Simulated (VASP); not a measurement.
# MgSe3 (P-31m) in VASP: relaxation of cell and atoms with PBE

Aim: the relaxation of cell and atoms of MgSe3 with PBE.

Everything below comes from runs of VASP 6.6.1. Logs are shortened: lines on timing, memory, paths and dates and some standing lists are left out, and cuts for length are marked.

## Step 1: The cell of the first run

The structure is trigonal, space group P-31m (No. 162). Conventional cell: a = 7.883 Å, b = 7.883 Å, c = 4.704 Å, α = 90.00°, β = 90.00°, γ = 120.00°. Within 3.6 Å of Mg (site symmetry 32) lie 6 Se at 2.75 Å. Within 3.1 Å of Se (site symmetry m) lie 2 Se at 2.35 to 3.08 Å and 2 Mg at 2.75 Å.

## Step 2: Relaxation of cell and atoms, PBE

File INCAR:

```
SYSTEM = MgSe3
PREC = Accurate
ENCUT = 600
EDIFF = 1E-7
ISMEAR = 0
SIGMA = 0.1
LREAL = .FALSE.
LASPH = .TRUE.
NELM = 60
ALGO = Normal
ISIF = 3
LWAVE = .FALSE.
LCHARG = .FALSE.
GGA = PE
IBRION = 2
NSW = 100
EDIFFG = -0.01
```

File KPOINTS:

```
regular mesh
0
G
  6 6 8
  0 0 0
```

File POSCAR:

```
MgSe3
1.0
    7.8826082564      0.0000000000      0.0000000000
   -3.9413041282      6.8265389981      0.0000000000
    0.0000000000      0.0000000000      4.7037559673
Mg Se
2 6
Direct
    0.3333333333      0.6666666667      0.5000000000
    0.6666666667      0.3333333333      0.5000000000
    0.4151747231      0.4151747231      0.2053135254
    0.0000000000      0.5848252769      0.2053135254
    0.5848252769      0.0000000000      0.2053135254
    0.0000000000      0.4151747231      0.7946864746
    0.5848252769      0.5848252769      0.7946864746
    0.4151747231      0.0000000000      0.7946864746
```

Potentials or basis: VASP PAW PBE potentials, release 64 (Mg, Se).

The run is started by

```bash
cat potpaw_PBE.64/Mg/POTCAR potpaw_PBE.64/Se/POTCAR > POTCAR
mpirun -np 1 vasp_std > vasp.out
```

OUTCAR:

```text
SYSTEM = MgSe3
   PREC = Accurate
   ENCUT = 600
   EDIFF = 1E-7
   ISMEAR = 0
   LREAL = .FALSE.
   LASPH = .TRUE.
   NELM = 60
   ISIF = 3
   GGA = PE
   IBRION = 2
   NSW = 100
   EDIFFG = -0.01

 ion  position               nearest neighbor table
   1  0.333  0.667  0.500-   8 2.75   4 2.75   5 2.75   6 2.75   3 2.75   7 2.75
   2  0.667  0.333  0.500-   5 2.75   6 2.75   8 2.75   4 2.75   7 2.75   3 2.75
   3  0.415  0.415  0.205-   7 2.35   1 2.75   2 2.75
   4  0.000  0.585  0.205-   6 2.35   1 2.75   2 2.75
   5  0.585  0.000  0.205-   8 2.35   2 2.75   1 2.75
   6  0.000  0.415  0.795-   4 2.35   2 2.75   1 2.75
   7  0.585  0.585  0.795-   3 2.35   2 2.75   1 2.75
   8  0.415  0.000  0.795-   5 2.35   1 2.75   2 2.75

  LATTYP: Found a hexagonal cell.
 ALAT       =     7.8826082564
 C/A-ratio  =     0.5967258316

  Lattice vectors:

 A1 = (   7.8826082564,   0.0000000000,   0.0000000000)
 A2 = (  -3.9413041282,   6.8265389981,   0.0000000000)
 A3 = (   0.0000000000,   0.0000000000,   4.7037559673)

Analysis of symmetry for initial positions (statically):
=====================================================================
 Subroutine PRICEL returns:
 Original cell was already a primitive cell.

 Routine SETGRP: Setting up the symmetry group for a
 hexagonal supercell.

 Subroutine GETGRP returns: Found 12 space group operations
 (whereof 12 operations were pure point group operations)
 out of a pool of 24 trial point group operations.

The static configuration has the point symmetry D_3d.

Analysis of symmetry for dynamics (positions and initial velocities):
=====================================================================
 Subroutine PRICEL returns:
 Original cell was already a primitive cell.

 Routine SETGRP: Setting up the symmetry group for a
 hexagonal supercell.

 Subroutine GETGRP returns: Found 12 space group operations
 (whereof 12 operations were pure point group operations)
 out of a pool of 24 trial point group operations.

The dynamic configuration has the point symmetry D_3d.

 Subroutine INISYM returns: Found 12 space group operations
 (whereof 12 operations are pure point group operations),
 and found     1 'primitive' translations

----------------------------------------------------------------------------------------

                                     Primitive cell

[... 123 lines left out ...]
  volume/ion in A,a.u.               =      31.64       213.51
  Fermi-wavevector in a.u.,A,eV,Ry     =   0.885095  1.672586 10.658703  0.783393
  Thomas-Fermi vector in A             =   2.006082
   LORBIT       =      0    0 simple, 1 ext, 2 COOP (PROOUT), +10 PAW based schemes
   GGA     = PE    functional components
   LHFCALC =     F    Hartree Fock is set to
   AEXX    =    0.0000 exact exchange contribution
   IVDW    =     0    specifies the selected vdW correction
   LEPSILON=     F    determine dielectric tensor
   LRPA    =     F    only Hartree local field effects (RPA)
 conjugate gradient relaxation of ions
 non-spin polarized calculation
 Gauss-broadening in eV      SIGMA  =   0.10
  energy-cutoff  :      600.00
  volume of cell :      253.11
 maximum number of plane-waves:      8503
   NGX = 31   NGY = 31   NGZ = 19

--------------------------------------- Ionic step        1  -------------------------------------------

 number of electron      39.9999998 magnetization

 Free energy of the ion-electron system (eV)
  ---------------------------------------------------
  ext. energy  EPLUGINS =         0.00000000
  ---------------------------------------------------
  free energy    TOTEN  =       -27.72878656 eV

  energy without entropy =      -27.72035892  energy(sigma->0) =      -27.72457274

------------------------ aborting loop because EDIFF is reached ----------------------------------------

  FORCE on cell =-STRESS in cart. coord.  units (eV):
  Direction    XX          YY          ZZ          XY          YZ          ZX
  --------------------------------------------------------------------------------------
  -------------------------------------------------------------------------------------
  Total       -0.1547307     -0.1547307     -0.0902276     -0.0000000      0.0000000      0.0000000
  in kB       -0.9794260     -0.9794260     -0.5711297     -0.0000000      0.0000000      0.0000000
  external PRESSURE =      -0.8433273 kB  Pullay stress =       0.0000000 kB
[... 107 lines left out ...]
  FREE ENERGIE OF THE ION-ELECTRON SYSTEM (eV)
  ---------------------------------------------------
  free  energy   TOTEN  =       -27.7475499597 eV

  energy  without entropy=      -27.7383314946  energy(sigma->0) =      -27.74294073

[... ionic steps 4 to 7 ...]

--------------------------------------- Ionic step        8  -------------------------------------------

 number of electron      40.0000002 magnetization

------------------------ aborting loop because EDIFF is reached ----------------------------------------
[... 79 lines left out ...]
--------------------------------------- Ionic step       10  -------------------------------------------

 number of electron      40.0000002 magnetization

 Free energy of the ion-electron system (eV)
  ---------------------------------------------------
  ext. energy  EPLUGINS =         0.00000000
  ---------------------------------------------------
  free energy    TOTEN  =       -27.77099886 eV

  energy without entropy =      -27.75844079  energy(sigma->0) =      -27.76471983

 E-fermi :   1.1101     XC(G=0):  -7.4626

 val. band max:        1.1051491468   @ k =   0.3333   0.0000   0.3750
 cond. band min:       1.1335978259   @ k =   0.3333   0.1667   0.3750
 fundamental gap:      0.0284486792
 Fermi energy:         1.1100804542

 k-point     1 :       0.0000    0.0000    0.0000
  band No.  band energies     occupation
      1     -13.5919      2.00000
      2     -13.2106      2.00000
      3     -13.2106      2.00000
      4      -9.8113      2.00000
      5      -9.8113      2.00000
      6      -9.7684      2.00000
[... 661 lines left out ...]
     24       3.4705      0.00000
     25       4.5930      0.00000

 [... further k-points ...]

------------------------ aborting loop because EDIFF is reached ----------------------------------------

  FORCE on cell =-STRESS in cart. coord.  units (eV):
  Direction    XX          YY          ZZ          XY          YZ          ZX
  --------------------------------------------------------------------------------------
  -------------------------------------------------------------------------------------
  Total       -0.0463065     -0.0463065      0.0721504      0.0000000     -0.0000000      0.0000000
  in kB       -0.2866647     -0.2866647      0.4466539      0.0000000     -0.0000000      0.0000000
  external PRESSURE =      -0.0422252 kB  Pullay stress =       0.0000000 kB
[... 23 lines left out ...]
  FREE ENERGIE OF THE ION-ELECTRON SYSTEM (eV)
  ---------------------------------------------------
  free  energy   TOTEN  =       -27.7709988628 eV

  energy  without entropy=      -27.7584407886  energy(sigma->0) =      -27.76471983

 reached required accuracy - stopping structural energy minimisation
```

Run time: 37 min. Hardware: 1 thread of Intel Xeon Platinum 8259CL at 2.50GHz (Skylake/Cascade Lake), shared host; peak memory 0.64 GiB.

Results:

```
Free energy                           : -27.7710 eV
Relaxed volume                        : 32.35 Å³/atom
Relaxed cell                          : a = 7.977 Å, b = 7.977 Å, c = 4.696 Å, α = 90.00°, β = 90.00°, γ = 120.00°
Space group after relaxing (to 0.1 Å) : P-31m (No. 162)
Energy gained by relaxing             : 5.3 meV/atom
Ionic steps                           : 10
Pressure after relaxing               : 0.0 GPa
Largest force after relaxing          : 0.003 eV/Å
Band gap on the k mesh                : zero (bands 20 and 21 overlap by 1.92 eV)
```

Forces in eV/Å, atoms in the order of the input:
```
Mg   0.000  0.000  0.000
Mg   0.000  0.000  0.000
Se   0.002  0.003  0.000
Se   0.002 -0.003  0.000
Se  -0.003  0.000  0.000
Se  -0.002  0.003  0.000
Se  -0.002 -0.003  0.000
Se   0.003  0.000  0.000
```

Step by step:
| step | energy change (eV) | largest force (eV/Å) | pressure (GPa) | volume (Å³) |
| --- | --- | --- | --- | --- |
| 1 | 0.0000 | 0.1734 | -0.08 | 253.11 |
| 2 | -0.0079 | 0.1405 | -0.01 | 252.50 |
| 3 | -0.0188 | 0.1158 | 0.26 | 250.68 |
| 4 | -0.0256 | 0.0844 | 0.28 | 251.74 |
| 5 | -0.0376 | 0.0417 | 0.32 | 254.91 |
| 6 | -0.0387 | 0.0790 | 0.35 | 256.20 |
| 7 | -0.0421 | 0.0090 | -0.04 | 259.22 |
| 8 | -0.0421 | 0.0058 | -0.02 | 259.04 |
| 9 | -0.0421 | 0.0054 | -0.01 | 258.98 |
| 10 | -0.0422 | 0.0035 | 0.00 | 258.81 |

Final structure:
```
Mg Se
1.0
     7.97705    0.00000    0.00000
    -3.98852    6.90833    0.00000
     0.00000    0.00000    4.69638
Mg Se
2 6
Direct
  0.33333 0.66667 0.50000
  0.66667 0.33333 0.50000
  0.42314 0.42314 0.21769
  0.00000 0.57686 0.21769
  0.57686 0.00000 0.21769
  0.00000 0.42314 0.78231
  0.57686 0.57686 0.78231
  0.42314 0.00000 0.78231
```

The gap in the log of VASP goes by the Fermi energy; the results here count the filled bands.